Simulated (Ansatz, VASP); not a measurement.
Pb: VASP beside Ansatz

Contents of POSCAR:

```
Pb
1.0
    3.2531492201      0.0000000000      0.0000000000
    0.0000000000      3.2531492201      0.0000000000
    0.0000000000      0.0000000000      3.2531492201
Pb
1
Direct
    0.0000000000      0.0000000000      0.0000000000
```

File INCAR.step1:

```
SYSTEM = Pb
PREC = Accurate ; ENCUT = 520
ISMEAR = -1 ; SIGMA = 0.1
LREAL = .False. ; LASPH = .True.
NELM = 60 ; NBANDS = 13
GGA = PE ; ALGO = Normal
EDIFF = 1E-4 ; LWAVE = .True.
LCHARG = .False.
```

The input INCAR.step2:

```
SYSTEM = Pb
PREC = Accurate ; ENCUT = 520
EDIFF = 1E-6 ; ISMEAR = -1
SIGMA = 0.1 ; LREAL = .False.
LASPH = .True. ; NELM = 60
ALGO = Normal ; ISIF = 2
LWAVE = .False. ; LCHARG = .False.
METAGGA = R2SCAN ; LMIXTAU = .True.
NBANDS = 13 ; ISTART = 1
```

File KPOINTS:

```
Automatic mesh
0
Gamma
  11 11 11
  0 0 0
```

Input for Ansatz:

```yaml
crystal:
  lattice:
    - [3.2531492201, 0.0, 0.0]
    - [0.0, 3.2531492201, 0.0]
    - [0.0, 0.0, 3.2531492201]
  atoms:
    - { symbol: Pb, position: [0.0, 0.0, 0.0] }
hamiltonian:
  xc: r2scan
  pseudopotentials:
    kind: paw
    azcp:
      Pb: "pseudopotentials/Pb.paw.azcp"
basis:
  ecutwfc: 500
  fft_grid_basis: typed
kpoints:
  mp_grid: { grid: [11, 11, 11], shift: [0, 0, 0] }
magnetization:
  spin_polarized: false
scf:
  occupations: { method: fermi_dirac, width: 0.1 }
  lower_state_search: "off"
output:
  stress: true
```

Alike in both runs: task single point; functional r2SCAN; k mesh 11 × 11 × 11; occupations fermi-dirac, width 0.1 eV; no spin polarisation.

|  | VASP | Ansatz |
| --- | --- | --- |
| version | VASP 6.6.1 | Ansatz 0.2.0 |
| potentials or method | VASP PAW PBE potentials, release 64 (Pb_d), cutoff 520 eV | plane waves (500 eV) with PAW, scalar-relativistic |
| valence electrons in the cell | 14 | 14 |

```tsv
	VASP	Ansatz	Ansatz less VASP
pressure (GPa)	-1.3	-1.3	+0.01
```

VASP's potentials were made for PBE, not for r2SCAN.

Neither program's run includes spin-orbit coupling.
